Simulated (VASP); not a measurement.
# KI (Pnma) in VASP: single point with PBEsol

Aim: the single point of KI with PBEsol.

All numbers are computed with VASP 6.6.1; they aren't measurements. Logs are shortened: lines on timing, memory, paths and dates and some standing lists are left out, and cuts for length are marked.

## (1) The cell of the first run

The structure is orthorhombic, space group Pnma (No. 62). Conventional cell: a = 6.420 Å, b = 5.290 Å, c = 9.300 Å, α = 90.00°, β = 90.00°, γ = 90.00°. Within 3.9 Å of K (site symmetry m) lie 5 I at 2.95 to 3.62 Å and 2 K at 3.36 Å. Within 3.9 Å of I (site symmetry m) lie 5 K at 2.95 to 3.62 Å.

## (2) Single point, PBEsol

Contents of INCAR:

```
SYSTEM = KI
PREC = Accurate ; ENCUT = 520
EDIFF = 1E-6 ; ISMEAR = 0
SIGMA = 0.1 ; LREAL = Auto
LASPH = .True. ; NELM = 80
ALGO = Normal ; ISIF = 2
LWAVE = .False. ; LCHARG = .True.
GGA = PS ; LELF = .True.
LVHAR = .True. ; ISYM = 0
NBANDS = 78
```

Contents of KPOINTS:

```
regular mesh
0
Gamma
  1 1 1
  0 0 0
```

Contents of POSCAR:

```
KI
1.0
    6.4200000000     -5.2900000000      0.0000000000
   -6.4200000000     -5.2900000000      0.0000000000
    0.0000000000      0.0000000000     -9.3000000000
K I
8 8
Direct
    0.3925000000      0.3575000000      0.8030000000
    0.8925000000      0.8575000000      0.8030000000
    0.6425000000      0.1075000000      0.6970000000
    0.1425000000      0.6075000000      0.6970000000
    0.3575000000      0.8925000000      0.3030000000
    0.8575000000      0.3925000000      0.3030000000
    0.6075000000      0.6425000000      0.1970000000
    0.1075000000      0.1425000000      0.1970000000
    0.5000000000      0.2500000000      0.0830000000
    0.0000000000      0.7500000000      0.0830000000
    0.7500000000      0.0000000000      0.4170000000
    0.2500000000      0.5000000000      0.4170000000
    0.2500000000      0.0000000000      0.5830000000
    0.7500000000      0.5000000000      0.5830000000
    0.5000000000      0.7500000000      0.9170000000
    0.0000000000      0.2500000000      0.9170000000
```

Potentials or basis: VASP PAW PBE potentials, release 64 (K_sv, I).

Command:

```console
$ cat potpaw_PBE.64/K_sv/POTCAR potpaw_PBE.64/I/POTCAR > POTCAR
$ mpirun -np 1 vasp_gam > vasp.out
```

OUTCAR:

```text
SYSTEM = KI
   PREC = Accurate
   ENCUT = 520
   EDIFF = 1E-6
   ISMEAR = 0
   LREAL = Auto
   LASPH = .True.
   NELM = 80
   ISIF = 2
   GGA = PS
   ISYM = 0

 ion  position               nearest neighbor table
   1  0.392  0.358  0.803-   9 2.95   4 3.36   3 3.36  15 3.39  16 3.39  13 3.62  14 3.62
   2  0.892  0.858  0.803-  10 2.95   4 3.36   3 3.36  15 3.39  16 3.39  13 3.62  14 3.62
   3  0.642  0.108  0.697-  11 2.95   2 3.36   1 3.36  13 3.39  14 3.39  15 3.62  16 3.62
   4  0.142  0.608  0.697-  12 2.95   2 3.36   1 3.36  13 3.39  14 3.39  15 3.62  16 3.62
   5  0.358  0.892  0.303-  13 2.95   8 3.36   7 3.36  12 3.39  11 3.39  10 3.62   9 3.62
   6  0.858  0.392  0.303-  14 2.95   8 3.36   7 3.36  12 3.39  11 3.39  10 3.62   9 3.62
   7  0.608  0.642  0.197-  15 2.95   6 3.36   5 3.36  10 3.39   9 3.39  12 3.62  11 3.62
   8  0.108  0.142  0.197-  16 2.95   6 3.36   5 3.36  10 3.39   9 3.39  12 3.62  11 3.62
   9  0.500  0.250  0.083-   1 2.95   7 3.39   8 3.39   5 3.62   6 3.62
  10  0.000  0.750  0.083-   2 2.95   7 3.39   8 3.39   5 3.62   6 3.62
  11  0.750  0.000  0.417-   3 2.95   5 3.39   6 3.39   7 3.62   8 3.62
  12  0.250  0.500  0.417-   4 2.95   5 3.39   6 3.39   7 3.62   8 3.62
  13  0.250  0.000  0.583-   5 2.95   4 3.39   3 3.39   2 3.62   1 3.62
  14  0.750  0.500  0.583-   6 2.95   4 3.39   3 3.39   2 3.62   1 3.62
  15  0.500  0.750  0.917-   7 2.95   2 3.39   1 3.39   4 3.62   3 3.62
  16  0.000  0.250  0.917-   8 2.95   2 3.39   1 3.39   4 3.62   3 3.62

IMPORTANT INFORMATION: All symmetrisations will be switched off!
NOSYMM: (Re-)initialisation of all symmetry stuff for point group C_1.

----------------------------------------------------------------------------------------

                                     Primitive cell

  volume of cell :     631.6895

  direct lattice vectors                    reciprocal lattice vectors
     6.420000000 -5.290000000  0.000000000     0.077881620 -0.094517958  0.000000000
    -6.420000000 -5.290000000  0.000000000    -0.077881620 -0.094517958  0.000000000
     0.000000000  0.000000000 -9.300000000     0.000000000  0.000000000 -0.107526882

  length of vectors
     8.318683790  8.318683790  9.300000000     0.122471185  0.122471185  0.107526882

  position of ions in fractional coordinates (direct lattice)
     0.392500000  0.357500000  0.803000000
     0.892500000  0.857500000  0.803000000
     0.642500000  0.107500000  0.697000000
     0.142500000  0.607500000  0.697000000
     0.357500000  0.892500000  0.303000000
     0.857500000  0.392500000  0.303000000
[... 8 lines left out ...]
     0.500000000  0.750000000  0.917000000
     0.000000000  0.250000000  0.917000000

  ion indices of the primitive-cell ions
   primitive index   ion index
                 1           1
                 2           2
                 3           3
                 4           4
                 5           5
                 6           6
[... 8 lines left out ...]
                15          15
                16          16

----------------------------------------------------------------------------------------

 KPOINTS: regular mesh

Automatic generation of k-mesh.
 Grid dimensions read from file:
 generate k-points for:    1    1    1

 Generating k-lattice:

  Cartesian coordinates                     Fractional coordinates (reciprocal lattice)
     0.077881620 -0.094517958  0.000000000     1.000000000  0.000000000  0.000000000
    -0.077881620 -0.094517958  0.000000000     0.000000000  1.000000000  0.000000000
     0.000000000  0.000000000 -0.107526882     0.000000000  0.000000000  1.000000000

  Length of vectors
     0.122471185  0.122471185  0.107526882

  Shift w.r.t. Gamma in fractional coordinates (k-lattice)
     0.000000000  0.000000000  0.000000000

 Subroutine IBZKPT returns following result:
 ===========================================

 Found      1 irreducible k-points:

 Following reciprocal coordinates:
            Coordinates               Weight
  0.000000  0.000000  0.000000      1.000000
   k-points           NKPTS =      1   k-points in BZ     NKDIM =      1   number of bands    NBANDS=     78
   number of dos      NEDOS =    301   number of ions     NIONS =     16
   total plane-waves  NPLWV = 286720
   dimension x,y,z NGX =    64 NGY =   64 NGZ =   70
   dimension x,y,z NGXF=   128 NGYF=  128 NGZF=  140
   ions per type =               8   8
   NGX,Y,Z   is equivalent  to a cutoff of  12.79, 12.79, 12.51 a.u.
   NGXF,Y,Z  is equivalent  to a cutoff of  25.58, 25.58, 25.03 a.u.
 SYSTEM =  KI
   PREC   = accura    normal or accurate (medium, high low for compatibility)
   ISTART =      0    job   : 0-new  1-cont  2-samecut
   ICHARG =      2    charge: 1-file 2-atom 10-const
   ISPIN  =      1    spin polarized calculation?
   LNONCOLLINEAR =      F non collinear calculations
   LSORBIT =      F    spin-orbit coupling
   LASPH  =      T    aspherical Exc in radial PAW
   ENCUT  =  520.0 eV  38.22 Ry    6.18 a.u.  15.47 15.47 17.29*2*pi/ulx,y,z
   NELM   =     80;   NELMIN=  2; NELMDL= -5     # of ELM steps
   EDIFF  = 0.1E-05   stopping-criterion for ELM
   LREAL  =      T    real-space projection
   EDIFFG = 0.1E-04   stopping-criterion for IOM
   NSW    =      0    number of steps for IOM
   IBRION =     -1    ionic relax: 0-MD 1-quasi-New 2-CG
   NFREE  =      0    steps in history (QN), initial steepest desc. (CG)
   ISIF   =      2    stress and relaxation
   ISYM   =      0    0-nonsym 1-usesym 2-fastsym
   POTIM  = 0.5000    time-step for ionic-motion
   TEBEG  =    0.0;   TEEND  =   0.0 temperature during run
   PSTRESS=    0.0 pullay stress
   NELECT =     128.0000    total number of electrons
   NUPDOWN=      -1.0000    fix difference up-down
   EMIN   =  10.00;   EMAX   =-10.00  energy-range for DOS
   EFERMI =   0.00;   METHOD = LEGACY
   ISMEAR =     0;   SIGMA  =   0.10  broadening in eV -4-tet -1-fermi 0-gaus
   EFERMI_NEDOS =   21; number of points for ismear=-14 and -15
   IALGO  =     38    algorithm
   IMIX   =      4    mixing-type and parameters
     AMIX     =   0.40;   BMIX     =  1.00
     AMIX_MAG =   1.60;   BMIX_MAG =  1.00
  volume/ion in A,a.u.               =      39.48       266.43
  Fermi-wavevector in a.u.,A,eV,Ry     =   0.961561  1.817087 12.579946  0.924600
  Thomas-Fermi vector in A             =   2.090944
   LORBIT       =      0    0 simple, 1 ext, 2 COOP (PROOUT), +10 PAW based schemes
   GGA     = PS    functional components
   LHFCALC =     F    Hartree Fock is set to
   AEXX    =    0.0000 exact exchange contribution
   IVDW    =     0    specifies the selected vdW correction
   LEPSILON=     F    determine dielectric tensor
   LRPA    =     F    only Hartree local field effects (RPA)
 non-spin polarized calculation
 Gauss-broadening in eV      SIGMA  =   0.10
  energy-cutoff  :      520.00
  volume of cell :      631.69
 maximum number of plane-waves:      8498
 NGX is ok and might be reduce to    64
   NGX = 31   NGY = 31   NGZ = 35

 number of electron     128.0000006 magnetization

 Free energy of the ion-electron system (eV)
  ---------------------------------------------------
  ext. energy  EPLUGINS =         0.00000000
  ---------------------------------------------------
  free energy    TOTEN  =       -41.41282741 eV

  energy without entropy =      -41.41282741  energy(sigma->0) =      -41.41282741

 E-fermi :   1.0303     XC(G=0):  -7.7374

 val. band max:        0.5719834355   @ k =   0.0000   0.0000   0.0000
 cond. band min:       4.0563229663   @ k =   0.0000   0.0000   0.0000
 fundamental gap:      3.4843395308
 Fermi energy:         1.0302781136

 k-point     1 :       0.0000    0.0000    0.0000
  band No.  band energies     occupation
      1     -28.5220      2.00000
      2     -28.5182      2.00000
      3     -28.4796      2.00000
      4     -28.4796      2.00000
      5     -28.4795      2.00000
      6     -28.4795      2.00000
[... 68 lines left out ...]
     75       6.4544      0.00000
     76       6.5918      0.00000
 [bands above 76 left out]

------------------------ aborting loop because EDIFF is reached ----------------------------------------

  FORCE on cell =-STRESS in cart. coord.  units (eV):
  Direction    XX          YY          ZZ          XY          YZ          ZX
  --------------------------------------------------------------------------------------
  -------------------------------------------------------------------------------------
  Total       20.0973184     -0.6420682     17.5622064      0.0000033     -0.0000937      0.0001036
  in kB       50.9735700     -1.6285012     44.5436719      0.0000084     -0.0002377      0.0002628
  external PRESSURE =      31.2962469 kB  Pullay stress =       0.0000000 kB

 VOLUME and BASIS-vectors are now :
 -----------------------------------------------------------------------------
  energy-cutoff  :      520.00
  volume of cell :      631.69
      direct lattice vectors                 reciprocal lattice vectors
     6.420000000 -5.290000000  0.000000000     0.077881620 -0.094517958  0.000000000
    -6.420000000 -5.290000000  0.000000000    -0.077881620 -0.094517958  0.000000000
     0.000000000  0.000000000 -9.300000000     0.000000000  0.000000000 -0.107526882

 POSITION                                       TOTAL-FORCE (eV/Angst)
 -----------------------------------------------------------------------------------
      0.22470     -3.96750     -7.46790        -0.465714     -0.000005      0.923014
      0.22470     -9.25750     -7.46790        -0.465721     -0.000036      0.923017
      3.43470     -3.96750     -6.48210        -0.465684     -0.000049     -0.922984
     -2.98530     -3.96750     -6.48210        -0.465615      0.000012     -0.922978
     -3.43470     -6.61250     -2.81790         0.465674      0.000068      0.923006
      2.98530     -6.61250     -2.81790         0.465653      0.000011      0.922933
[... 8 lines left out ...]
     -1.60500     -6.61250     -8.52810        -0.646741     -0.000001      1.157733
     -1.60500     -1.32250     -8.52810        -0.646722      0.000004      1.157724
 -----------------------------------------------------------------------------------
    total drift:                               -0.000144      0.000070      0.000251

  FREE ENERGIE OF THE ION-ELECTRON SYSTEM (eV)
  ---------------------------------------------------
  free  energy   TOTEN  =       -41.4128274137 eV

  energy  without entropy=      -41.4128274137  energy(sigma->0) =      -41.41282741
```

Run time: 62 s. Hardware: 1 thread of Intel Xeon Platinum 8559C (Emerald Rapids), shared host; peak memory 0.54 GiB.

Results:

```
Free energy            : -41.4128 eV
Pressure               : 3.1 GPa
Largest force          : 1.326 eV/Å
Band gap on the k mesh : 3.48 eV
```

Forces in eV/Å, atoms in the order of the input:
```
K   -0.466  0.000  0.923
K   -0.466  0.000  0.923
K   -0.466  0.000 -0.923
K   -0.466  0.000 -0.923
K    0.466  0.000  0.923
K    0.466  0.000  0.923
K    0.466  0.000 -0.923
K    0.466  0.000 -0.923
I    0.647  0.000 -1.158
I    0.647  0.000 -1.158
I    0.647  0.000  1.158
I    0.647  0.000  1.158
I   -0.647  0.000 -1.158
I   -0.647  0.000 -1.158
I   -0.647  0.000  1.158
I   -0.647  0.000  1.158
```

Stress tensor (GPa, compression positive):
```
 5.10  0.00  0.00
 0.00 -0.16  0.00
 0.00  0.00  4.45
```

Levels at points of the mesh, in eV from the valence-band top:
| k point | band 61 | band 62 | band 63 | band 64 | band 65 | band 66 | band 67 | band 68 |
| --- | --- | --- | --- | --- | --- | --- | --- | --- |
| (0.00, 0.00, 0.00) | -0.35 | -0.35 | -0.35 | 0.00 | 3.48 | 4.16 | 4.90 | 5.19 |

Caveat: the k points lie up to 0.77 Å⁻¹ apart; the PAW data sets were made with another functional, which shifts forces and pressure a little; spin-orbit coupling is left out, which moves the levels of the heavy elements. A k mesh can miss the band edges.
